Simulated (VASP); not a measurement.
# Eu in VASP: a series of runs

The runs below take Eu through electric field gradients, with PBE.

All numbers are computed with VASP 6.6.1; they aren't measurements. Logs are shortened: lines on timing, memory, paths and dates and some standing lists are left out, and cuts for length are marked.

### Step 1. The cell of the first run

The structure is tetragonal, space group I4/mmm (No. 139). The conventional cell has a = 4.460 Å, b = 4.460 Å, c = 4.551 Å, α = 90.00°, β = 90.00°, γ = 90.00°. Eu (site symmetry 4/mmm) has 14 Eu at 3.89 to 4.55 Å within 5.1 Å.

### Step 2. Electric field gradients, PBE, collinear spin, ferromagnetic start (x and y stretched by -2 %, z held)

Contents of INCAR:

```
ALGO     = Normal         # electronic algorithm
EDIFF    = 1E-8           # SCF threshold, eV
ENCUT    = 520            # plane-wave cutoff, eV
GGA      = PE             # functional
ISIF     = 2              # what is computed and relaxed
ISMEAR   = -1             # smearing method
ISPIN    = 2              # spin polarisation
LASPH    = T              # aspherical terms in the spheres
LCHARG   = F              # write CHGCAR
LEFG     = T            
LMAXMIX  = 6              # l up to which the mixer works
LORBIT   = 11             # projections on sites
LREAL    = F              # projectors in reciprocal space
LWAVE    = F              # write WAVECAR
MAGMOM   = 7              # initial moments
NBANDS   = 18             # bands
NELM     = 150            # most SCF steps
PREC     = Accurate       # precision mode
SIGMA    = 0.05           # smearing width, eV
```

Contents of KPOINTS:

```
k-points
0
Gamma
  13 13 13
```

Contents of POSCAR:

```
Eu
1.0
   -2.2299900000      2.2299900000      2.2755000000
    2.2299900000     -2.2299900000      2.2755000000
    2.2299900000      2.2299900000     -2.2755000000
Eu
1
Direct
    0.0000000000      0.0000000000      0.0000000000
```

Potentials or basis: VASP PAW PBE potentials, release 64 (Eu).

Run with:

```
$ cat potpaw_PBE.64/Eu/POTCAR > POTCAR
$ mpirun -np 1 vasp_std > vasp.out
```

OUTCAR:

```text
EDIFF = 1E-8
   ENCUT = 520
   GGA = PE
   ISIF = 2
   ISMEAR = -1
   ISPIN = 2
   LASPH = T
   LORBIT = 11
   LREAL = F
   NELM = 150
   PREC = Accurate

 ion  position               nearest neighbor table
   1  0.000  0.000  0.000-

  LATTYP: Found a body centered tetragonal cell.
 ALAT       =     4.4599800000
 C/A-ratio  =     1.0204081633

  Lattice vectors:

 A1 = (  -2.2299900000,   2.2299900000,   2.2755000000)
 A2 = (   2.2299900000,  -2.2299900000,   2.2755000000)
 A3 = (   2.2299900000,   2.2299900000,  -2.2755000000)

Analysis of symmetry for initial positions (statically):
=====================================================================
 Subroutine PRICEL returns:
 Original cell was already a primitive cell.

 Routine SETGRP: Setting up the symmetry group for a
 body centered tetragonal supercell.

 Subroutine GETGRP returns: Found 16 space group operations
 (whereof 16 operations were pure point group operations)
 out of a pool of 16 trial point group operations.

The static configuration has the point symmetry D_4h.

Analysis of symmetry for dynamics (positions and initial velocities):
=====================================================================
 Subroutine PRICEL returns:
 Original cell was already a primitive cell.

 Routine SETGRP: Setting up the symmetry group for a
 body centered tetragonal supercell.

 Subroutine GETGRP returns: Found 16 space group operations
 (whereof 16 operations were pure point group operations)
 out of a pool of 16 trial point group operations.

The dynamic configuration has the point symmetry D_4h.

Analysis of structural, dynamic, and magnetic symmetry:
=====================================================================
 Subroutine PRICEL returns:
 Original cell was already a primitive cell.

 Routine SETGRP: Setting up the symmetry group for a
 body centered tetragonal supercell.

 Subroutine GETGRP returns: Found 16 space group operations
 (whereof 16 operations were pure point group operations)
 out of a pool of 16 trial point group operations.

The overall configuration has the point symmetry D_4h.

 Subroutine INISYM returns: Found 16 space group operations
 (whereof 16 operations are pure point group operations),
 and found     1 'primitive' translations

[... 145 lines left out ...]
 Fermi energy:         1.8562844056

 spin component 1

 k-point     1 :       0.0000    0.0000    0.0000
  band No.  band energies     occupation
      1     -39.8564      1.00000
      2     -18.4636      1.00000
      3     -18.4636      1.00000
      4     -18.4608      1.00000
      5      -2.4291      1.00000
      6       1.3284      0.99997
[... 493 lines left out ...]
     17       7.4390      0.00000
     18       7.8919      0.00000

 [... further k-points ...]

 spin component 2

 k-point     1 :       0.0000    0.0000    0.0000
  band No.  band energies     occupation
      1     -36.7194      1.00000
      2     -16.1325      1.00000
      3     -16.1321      1.00000
      4     -16.1321      1.00000
      5      -1.6896      1.00000
      6       4.5254      0.00000
[... 493 lines left out ...]
     17       8.7485      0.00000
     18       9.1687      0.00000

 [... further k-points ...]

------------------------ aborting loop because EDIFF is reached ----------------------------------------

  FORCE on cell =-STRESS in cart. coord.  units (eV):
  Direction    XX          YY          ZZ          XY          YZ          ZX
  --------------------------------------------------------------------------------------
  -------------------------------------------------------------------------------------
  Total       -0.3215390     -0.3215390     -0.3216952      0.0000000     -0.0000000      0.0000000
  in kB      -11.3815560    -11.3815560    -11.3870819      0.0000000     -0.0000000      0.0000000
  external PRESSURE =     -11.3833980 kB  Pullay stress =       0.0000000 kB

 VOLUME and BASIS-vectors are now :
 -----------------------------------------------------------------------------
  energy-cutoff  :      520.00
  volume of cell :       45.26
      direct lattice vectors                 reciprocal lattice vectors
    -2.229990000  2.229990000  2.275500000     0.000000000  0.224216252  0.219731927
     2.229990000 -2.229990000  2.275500000     0.224216252  0.000000000  0.219731927
     2.229990000  2.229990000 -2.275500000     0.224216252  0.224216252  0.000000000

 POSITION                                       TOTAL-FORCE (eV/Angst)
 -----------------------------------------------------------------------------------
      0.00000      0.00000      0.00000        -0.000000      0.000000     -0.000000
 -----------------------------------------------------------------------------------
    total drift:                               -0.000000     -0.000000      0.000000

  FREE ENERGIE OF THE ION-ELECTRON SYSTEM (eV)
  ---------------------------------------------------
  free  energy   TOTEN  =       -11.4323078571 eV

  energy  without entropy=      -11.4191172535  energy(sigma->0) =      -11.42571256

 Electric field gradients (V/A^2)
---------------------------------------------------------------------
 ion       V_xx      V_yy      V_zz      V_xy      V_xz      V_yz
---------------------------------------------------------------------
   1       0.514     0.514    -1.027    -0.001    -0.001    -0.001
---------------------------------------------------------------------

 Electric field gradients after diagonalization (V/A^2)
 (convention: |V_zz| > |V_xx| > |V_yy|)
----------------------------------------------------------------------
 ion       V_xx      V_yy      V_zz     asymmetry (V_yy - V_xx)/ V_zz
----------------------------------------------------------------------
   1       0.515     0.513    -1.027       0.002
----------------------------------------------------------------------

           NMR quadrupolar parameters

 Cq : quadrupolar parameter    Cq=e*Q*V_zz/h
 eta: asymmetry parameters     (V_yy - V_xx)/ V_zz
 Q  : nuclear electric quadrupole moment in mb (millibarn)
----------------------------------------------------------------------
 ion       Cq(MHz)       eta       Q (mb)
----------------------------------------------------------------------
   1      -0.002       0.002       1.000
----------------------------------------------------------------------

 total charge

# of ion       s       p       d       f       tot
--------------------------------------------------
    1        2.082   5.715   0.262   6.664  14.724

 magnetization (x)

# of ion       s       p       d       f       tot
--------------------------------------------------
    1       -0.004  -0.096   0.124   6.662   6.686
```

It took 4.9 min on 1 thread of AMD EPYC 9R45 (Zen 5), shared host; peak memory 0.37 GiB.

Results:

```
Free energy                                           : -11.4323 eV
Pressure                                              : -1.1 GPa
Net moment                                            : 7.32 μB per cell
Site moments                                          : Eu +6.69 μB
Largest electric field gradient by atom               : Eu -1.0 V/Å²
Valence electrons inside the program's atomic spheres : Eu 14.72
```

Levels at points of the mesh, in eV from the Fermi level:
Spin up:
```
           k point  band 10  band 11  band 12  band 13  band 14  band 15
(0.00, 0.00, 0.00)    -0.39    -0.39    -0.35     1.71     1.71     1.84
```
Spin down:
```
           k point  band 2  band 3  band 4  band 5  band 6  band 7  band 8  band 9
(0.00, 0.00, 0.00)  -17.99  -17.99  -17.99   -3.55    2.67    2.67    2.81    3.97
```

Electric field gradients, principal values (V/Å²):
| atom | least | middle | greatest (by size) |
| --- | --- | --- | --- |
| 1 Eu | 0.513 | 0.515 | -1.027 |

Caveat: the cell differs from its parent crystal (x and y stretched by -2 %, z held); without QUAD_EFG the Cq values of the log hold for a quadrupole moment of 1 mb, not for the nuclei; spin-orbit coupling is left out, which moves the levels of the heavy elements; semilocal functionals describe open f shells poorly, which spoils levels, moments and volumes. The state reached can hang on the start; a lower one may exist.

### Step 3. Electric field gradients, PBE, collinear spin, ferromagnetic start

This run uses another cell than the first one, of 47.13 Å³/atom.

Contents of INCAR:

```
SYSTEM = Eu
  ALGO = Normal
  EDIFF = 1E-8
  ENCUT = 520
  GGA = PE
  ISIF = 2
  ISMEAR = -1
  ISPIN = 2
  LASPH = .True.
  LCHARG = .False.
  LEFG = .True.
  LMAXMIX = 6
  LORBIT = 11
  LREAL = .False.
  LWAVE = .False.
  MAGMOM = 7
  NBANDS = 18
  NELM = 150
  PREC = Accurate
  SIGMA = 0.05
```

Contents of KPOINTS:

```
k-points
0
Gamma
  13 13 13
  0 0 0
```

Contents of POSCAR:

```
Eu
1.0
   -2.2755000000      2.2755000000      2.2755000000
    2.2755000000     -2.2755000000      2.2755000000
    2.2755000000      2.2755000000     -2.2755000000
Eu
1
Direct
    0.0000000000      0.0000000000      0.0000000000
```

Potentials or basis: VASP PAW PBE potentials, release 64 (Eu).

Run with:

```
$ cat potpaw_PBE.64/Eu/POTCAR > POTCAR
$ mpirun -np 1 vasp_std > vasp.out
```

OUTCAR:

```text
SYSTEM = Eu
   EDIFF = 1E-8
   ENCUT = 520
   GGA = PE
   ISIF = 2
   ISMEAR = -1
   ISPIN = 2
   LASPH = .True.
   LORBIT = 11
   LREAL = .False.
   NELM = 150
   PREC = Accurate

 ion  position               nearest neighbor table
   1  0.000  0.000  0.000-

  LATTYP: Found a body centered cubic cell.
 ALAT       =     4.5510000000

  Lattice vectors:

 A1 = (  -2.2755000000,   2.2755000000,   2.2755000000)
 A2 = (   2.2755000000,  -2.2755000000,   2.2755000000)
 A3 = (   2.2755000000,   2.2755000000,  -2.2755000000)

Analysis of symmetry for initial positions (statically):
=====================================================================
 Subroutine PRICEL returns:
 Original cell was already a primitive cell.

 Routine SETGRP: Setting up the symmetry group for a
 body centered cubic supercell.

 Subroutine GETGRP returns: Found 48 space group operations
 (whereof 48 operations were pure point group operations)
 out of a pool of 48 trial point group operations.

[... 1215 lines left out ...]

 POSITION                                       TOTAL-FORCE (eV/Angst)
 -----------------------------------------------------------------------------------
      0.00000      0.00000      0.00000        -0.000000     -0.000000     -0.000000
 -----------------------------------------------------------------------------------
    total drift:                               -0.000000     -0.000000      0.000000

  FREE ENERGIE OF THE ION-ELECTRON SYSTEM (eV)
  ---------------------------------------------------
  free  energy   TOTEN  =       -11.4178022519 eV

  energy  without entropy=      -11.4040472327  energy(sigma->0) =      -11.41092474

 Electric field gradients (V/A^2)
---------------------------------------------------------------------
 ion       V_xx      V_yy      V_zz      V_xy      V_xz      V_yz
---------------------------------------------------------------------
   1       0.000    -0.000    -0.000     0.000     0.000     0.000
---------------------------------------------------------------------

 Electric field gradients after diagonalization (V/A^2)
 (convention: |V_zz| > |V_xx| > |V_yy|)
----------------------------------------------------------------------
 ion       V_xx      V_yy      V_zz     asymmetry (V_yy - V_xx)/ V_zz
----------------------------------------------------------------------
   1      -0.000    -0.000     0.000       0.000
----------------------------------------------------------------------

           NMR quadrupolar parameters

 Cq : quadrupolar parameter    Cq=e*Q*V_zz/h
 eta: asymmetry parameters     (V_yy - V_xx)/ V_zz
 Q  : nuclear electric quadrupole moment in mb (millibarn)
----------------------------------------------------------------------
 ion       Cq(MHz)       eta       Q (mb)
----------------------------------------------------------------------
   1       0.000       0.000       1.000
----------------------------------------------------------------------

 total charge

# of ion       s       p       d       f       tot
--------------------------------------------------
    1        2.080   5.718   0.247   6.675  14.720

 magnetization (x)

# of ion       s       p       d       f       tot
--------------------------------------------------
    1       -0.005  -0.097   0.124   6.674   6.696
```

Run time: 3.2 min. Hardware: 1 thread of AMD EPYC 7R13 (Zen 3), shared host; peak memory 0.25 GiB.

Results:

* Free energy: -11.4178 eV
* Pressure: -1.5 GPa
* Net moment: 7.35 μB per cell
* Site moments: Eu +6.70 μB
* Largest electric field gradient by atom: under 0.05 V/Å² on every atom
* Valence electrons inside the program's atomic spheres: Eu 14.72

Levels at points of the mesh, in eV from the Fermi level:
Spin up:
```csv
k point,band 9,band 10,band 11,band 12,band 13,band 14,band 15,band 16
"(0.00, 0.00, 0.00)",-0.40,-0.40,-0.40,-0.36,1.72,1.72,1.72,3.24
```
Spin down:
```
           k point  band 3  band 4  band 5  band 6  band 7  band 8
(0.00, 0.00, 0.00)  -18.05  -18.05   -3.49    2.67    2.67    2.67
```

Caveat: spin-orbit coupling is left out, which moves the levels of the heavy elements; semilocal functionals describe open f shells poorly, which spoils levels, moments and volumes. The state reached can hang on the start; a lower one may exist.
